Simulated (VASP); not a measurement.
# Ru (P2_1/m) in VASP: a series of runs

Runs on Ru. Level: PBE. Tasks: single point.

All numbers are computed with VASP 6.6.1; they aren't measurements. Logs are shortened: lines on timing, memory, paths and dates and some standing lists are left out, and cuts for length are marked.

## 1. The cell of the first run

It takes space group P2_1/m (No. 11, monoclinic). The conventional cell has a = 2.706 Å, b = 4.282 Å, c = 2.706 Å, α = 90.00°, β = 120.00°, γ = 90.00°. Within 3.4 Å of Ru (site symmetry m) lie 12 Ru at 2.58 to 2.73 Å.

## 2. Single point, PBE (atom 1 (Ru) moved by (-0.150, +0.000) A along x and y)

File INCAR:

```
SYSTEM = Ru
  PREC = Accurate
  ENCUT = 500
  EDIFF = 1E-6
  ISMEAR = 0
  SIGMA = 0.15
  LREAL = .False.
  LASPH = .True.
  NELM = 120
  ALGO = Normal
  ISIF = 2
  LWAVE = .False.
  LCHARG = .False.
  GGA = PE
  NBANDS = 21
  GGA_COMPAT = .False.
```

File KPOINTS:

```
Automatic mesh
0
Gamma
  24 24 12
  0 0 0
```

File POSCAR:

```
Ru
1.0
    2.7057993342      0.0000000000      0.0000000000
   -1.3528996671      2.3432909610      0.0000000000
    0.0000000000      0.0000000000      4.2819000000
Ru
2
Direct
    0.2778968499      0.6666666667      0.2500000000
    0.6666666667      0.3333333333      0.7500000000
```

Potentials or basis: VASP PAW PBE potentials, release 64 (Ru_pv).

Run with:

```bash
$ cat potpaw_PBE.64/Ru_pv/POTCAR > POTCAR
$ mpirun -np 1 vasp_std > vasp.out
```

OUTCAR:

```text
SYSTEM = Ru
   PREC = Accurate
   ENCUT = 500
   EDIFF = 1E-6
   ISMEAR = 0
   LREAL = .False.
   LASPH = .True.
   NELM = 120
   ISIF = 2
   GGA = PE

 ion  position               nearest neighbor table
   1  0.278  0.667  0.250-   2 2.58   2 2.58   2 2.65   2 2.65   2 2.73   2 2.73
   2  0.667  0.333  0.750-   1 2.58   1 2.58   1 2.65   1 2.65   1 2.73   1 2.73

  LATTYP: Found a hexagonal cell.
 ALAT       =     2.7057993342
 C/A-ratio  =     1.5824898565

  Lattice vectors:

 A1 = (   2.7057993342,   0.0000000000,   0.0000000000)
 A2 = (  -1.3528996671,   2.3432909610,   0.0000000000)
 A3 = (   0.0000000000,   0.0000000000,   4.2819000000)

Analysis of symmetry for initial positions (statically):
=====================================================================
 Subroutine PRICEL returns:
 Original cell was already a primitive cell.

 Routine SETGRP: Setting up the symmetry group for a
 hexagonal supercell.

 Subroutine GETGRP returns: Found  4 space group operations
 (whereof  1 operations were pure point group operations)
 out of a pool of 24 trial point group operations.

The static configuration has the point symmetry C_1 .
 The point group associated with its full space group is C_2h.

Analysis of symmetry for dynamics (positions and initial velocities):
=====================================================================
 Subroutine PRICEL returns:
 Original cell was already a primitive cell.

 Routine SETGRP: Setting up the symmetry group for a
 hexagonal supercell.

 Subroutine GETGRP returns: Found  4 space group operations
 (whereof  1 operations were pure point group operations)
 out of a pool of 24 trial point group operations.

The dynamic configuration has the point symmetry C_1 .
 The point group associated with its full space group is C_2h.

 Subroutine INISYM returns: Found  4 space group operations
 (whereof  1 operations are pure point group operations),
 and found     1 'primitive' translations

----------------------------------------------------------------------------------------

                                     Primitive cell

  volume of cell :      27.1493

  direct lattice vectors                    reciprocal lattice vectors
     2.705799334  0.000000000  0.000000000     0.369576556  0.213375124  0.000000000
    -1.352899667  2.343290961  0.000000000     0.000000000  0.426750249  0.000000000
     0.000000000  0.000000000  4.281900000     0.000000000  0.000000000  0.233541185

  length of vectors
     2.705799334  2.705799334  4.281900000     0.426750249  0.426750249  0.233541185

[... 79 lines left out ...]
   NELM   =    120;   NELMIN=  2; NELMDL= -5     # of ELM steps
   EDIFF  = 0.1E-05   stopping-criterion for ELM
   LREAL  =      F    real-space projection
   EDIFFG = 0.1E-04   stopping-criterion for IOM
   NSW    =      0    number of steps for IOM
   IBRION =     -1    ionic relax: 0-MD 1-quasi-New 2-CG
   NFREE  =      0    steps in history (QN), initial steepest desc. (CG)
   ISIF   =      2    stress and relaxation
   ISYM   =      2    0-nonsym 1-usesym 2-fastsym
   POTIM  = 0.5000    time-step for ionic-motion
   TEBEG  =    0.0;   TEEND  =   0.0 temperature during run
   PSTRESS=    0.0 pullay stress
   NELECT =      28.0000    total number of electrons
   NUPDOWN=      -1.0000    fix difference up-down
   EMIN   =  10.00;   EMAX   =-10.00  energy-range for DOS
   EFERMI =   0.00;   METHOD = LEGACY
   ISMEAR =     0;   SIGMA  =   0.15  broadening in eV -4-tet -1-fermi 0-gaus
   EFERMI_NEDOS =   21; number of points for ismear=-14 and -15
   IALGO  =     38    algorithm
   IMIX   =      4    mixing-type and parameters
     AMIX     =   0.40;   BMIX     =  1.00
     AMIX_MAG =   1.60;   BMIX_MAG =  1.00
  volume/ion in A,a.u.               =      13.57        91.61
  Fermi-wavevector in a.u.,A,eV,Ry     =   1.654022  3.125649 37.222686  2.735790
  Thomas-Fermi vector in A             =   2.742361
   LORBIT       =      0    0 simple, 1 ext, 2 COOP (PROOUT), +10 PAW based schemes
   GGA     = PE    functional components
   LHFCALC =     F    Hartree Fock is set to
   AEXX    =    0.0000 exact exchange contribution
   IVDW    =     0    specifies the selected vdW correction
   LEPSILON=     F    determine dielectric tensor
   LRPA    =     F    only Hartree local field effects (RPA)
 non-spin polarized calculation
 Gauss-broadening in eV      SIGMA  =   0.15
  energy-cutoff  :      500.00
  volume of cell :       27.15
 maximum number of plane-waves:       708
   NGX =  9   NGY =  9   NGZ = 15

 number of electron      28.0000007 magnetization

 Free energy of the ion-electron system (eV)
  ---------------------------------------------------
  ext. energy  EPLUGINS =         0.00000000
  ---------------------------------------------------
  free energy    TOTEN  =       -18.39147762 eV

  energy without entropy =      -18.37178720  energy(sigma->0) =      -18.38163241

 E-fermi :  12.8738     XC(G=0): -14.1184

 val. band max:       12.8737764064   @ k =   0.5000   0.2500   0.0000
 cond. band min:      12.8741071915   @ k =   0.0417   0.0417   0.0000
 fundamental gap:      0.0003307851
 Fermi energy:        12.8738182625

 k-point     1 :       0.0000    0.0000    0.0000
  band No.  band energies     occupation
      1     -30.8177      2.00000
      2     -29.9136      2.00000
      3     -29.8120      2.00000
      4     -29.7115      2.00000
      5     -29.6834      2.00000
      6     -29.6466      2.00000
[... 565 lines left out ...]
     20      23.2761      0.00000
     21      23.2779      0.00000

 [... further k-points ...]

------------------------ aborting loop because EDIFF is reached ----------------------------------------

  FORCE on cell =-STRESS in cart. coord.  units (eV):
  Direction    XX          YY          ZZ          XY          YZ          ZX
  --------------------------------------------------------------------------------------
  -------------------------------------------------------------------------------------
  Total        0.8719098      0.9136023      1.0504147      0.4302983      0.0000000      0.0000000
  in kB       51.4545550     53.9149818     61.9887748     25.3934618      0.0000000      0.0000000
  external PRESSURE =      55.7861039 kB  Pullay stress =       0.0000000 kB

 VOLUME and BASIS-vectors are now :
 -----------------------------------------------------------------------------
  energy-cutoff  :      500.00
  volume of cell :       27.15
      direct lattice vectors                 reciprocal lattice vectors
     2.705799334  0.000000000  0.000000000     0.369576556  0.213375124  0.000000000
    -1.352899667  2.343290961  0.000000000     0.000000000  0.426750249  0.000000000
     0.000000000  0.000000000  4.281900000     0.000000000  0.000000000  0.233541185

 POSITION                                       TOTAL-FORCE (eV/Angst)
 -----------------------------------------------------------------------------------
     -0.15000      1.56219      1.07048         1.044574     -0.036383      0.000000
      1.35290      0.78110      3.21143        -1.044574      0.036383     -0.000000
 -----------------------------------------------------------------------------------
    total drift:                                0.000011     -0.000005     -0.000000

  FREE ENERGIE OF THE ION-ELECTRON SYSTEM (eV)
  ---------------------------------------------------
  free  energy   TOTEN  =       -18.3914776242 eV

  energy  without entropy=      -18.3717871983  energy(sigma->0) =      -18.38163241
```

stdout:

```text
POSCAR found type information on POSCAR Ru
 POSCAR found :  1 types and       2 ions
 scaLAPACK will be used
 LDA part: xc-table for (Slater+PW92), standard interpolation
 POSCAR, INCAR and KPOINTS ok, starting setup
 FFT: planning ... GRIDC
 FFT: planning ... GRID_SOFT
 FFT: planning ... GRID
 WAVECAR not read
 entering main loop
```

Wall time 4.3 min (1 thread of AMD EPYC 9R45 (Zen 5), shared host); peak memory 0.82 GiB.

Results:

* Free energy: -18.3915 eV
* Pressure: 5.6 GPa
* Largest force: 1.045 eV/Å
* Band gap on the k mesh: zero (bands 14 and 15 overlap by 3.07 eV)

Forces in eV/Å, atoms in the order of the input:
```
Ru   1.045 -0.036  0.000
Ru  -1.045  0.036  0.000
```

Stress tensor (GPa, compression positive):
```
5.15 2.54 0.00
2.54 5.39 0.00
0.00 0.00 6.20
```

Caveat: the cell differs from its parent crystal (atom 1 (Ru) moved by (-0.150, +0.000) A along x and y); the cell stands under pressure; forces of over 1 eV/Å act on the atoms, so gaps and moduli don't describe the material at rest.

## 3. Single point, PBE (atom 1 (Ru) moved by (-0.150, -0.300) A along x and y)

File INCAR:

```
ALGO = Normal
EDIFF = 1E-6
ENCUT = 500
GGA = PE
GGA_COMPAT = F
ISIF = 2
ISMEAR = 0
LASPH = T
LCHARG = F
LREAL = F
LWAVE = F
NBANDS = 21
NELM = 120
PREC = Accurate
SIGMA = 0.15
```

File KPOINTS:

```
k-points
0
Gamma
  24 24 12
```

POSCAR: that of step 2 with these lines changed.

```diff
@@ -8,3 +8,3 @@
 Direct
-    0.2778968499      0.6666666667      0.2500000000
+    0.2138843126      0.5386415921      0.2500000000
     0.6666666667      0.3333333333      0.7500000000
```

Potentials or basis: VASP PAW PBE potentials, release 64 (Ru_pv).

Run with:

```bash
$ cat potpaw_PBE.64/Ru_pv/POTCAR > POTCAR
$ mpirun -np 1 vasp_std > vasp.out
```

Wall time 15 min (1 thread of Intel Xeon 8259CL, shared host); peak memory 0.86 GiB.

Results (log left out):

- Free energy: -18.0826 eV
- Pressure: 9.7 GPa
- Largest force: 2.223 eV/Å
- Band gap on the k mesh: zero (bands 14 and 15 overlap by 2.92 eV)

Forces on the atoms (eV/Å):
```
Ru   0.810  2.070  0.000
Ru  -0.810 -2.070  0.000
```

Stress tensor (GPa, compression positive):
```
12.18  2.30  0.00
 2.30  0.73  0.00
 0.00  0.00 16.10
```

Levels at points of the mesh, in eV from the Fermi level:
| k point | band 10 | band 11 | band 12 | band 13 | band 14 | band 15 | band 16 | band 17 | band 18 | band 19 |
| --- | --- | --- | --- | --- | --- | --- | --- | --- | --- | --- |
| (0.00, 0.00, 0.00) | -2.80 | -2.27 | -2.22 | -1.97 | -1.46 | -0.27 | -0.08 | 1.23 | 1.99 | 10.33 |
| (0.50, 0.00, 0.00) | -3.32 | -2.74 | -2.57 | -1.76 | 1.24 | 1.42 | 1.94 | 4.84 | 5.15 | 10.41 |
| (0.00, 0.50, 0.00) | -3.31 | -1.57 | -1.05 | -0.84 | 1.48 | 1.69 | 1.92 | 3.10 | 6.84 | 9.73 |
| (0.50, 0.50, 0.00) | -2.68 | -2.18 | -2.15 | -1.91 | 0.92 | 1.43 | 1.73 | 4.05 | 5.98 | 10.41 |
| (0.00, 0.00, 0.50) | -2.92 | -2.85 | -2.85 | -2.48 | -2.48 | 0.09 | 0.09 | 0.59 | 0.59 | 10.42 |
| (0.50, 0.00, 0.50) | -4.78 | -0.88 | -0.88 | 1.46 | 1.46 | 1.62 | 1.62 | 2.44 | 2.44 | 10.41 |
| (0.00, 0.50, 0.50) | -4.67 | -1.35 | -1.35 | -0.33 | -0.33 | 1.65 | 1.65 | 4.44 | 4.44 | 9.39 |
| (0.50, 0.50, 0.50) | -4.94 | -0.80 | -0.80 | 0.77 | 0.77 | 1.62 | 1.62 | 3.35 | 3.35 | 10.40 |

Caveat: the cell differs from its parent crystal (atom 1 (Ru) moved by (-0.150, -0.300) A along x and y); the cell stands under pressure; forces of over 1 eV/Å act on the atoms, so gaps and moduli don't describe the material at rest.
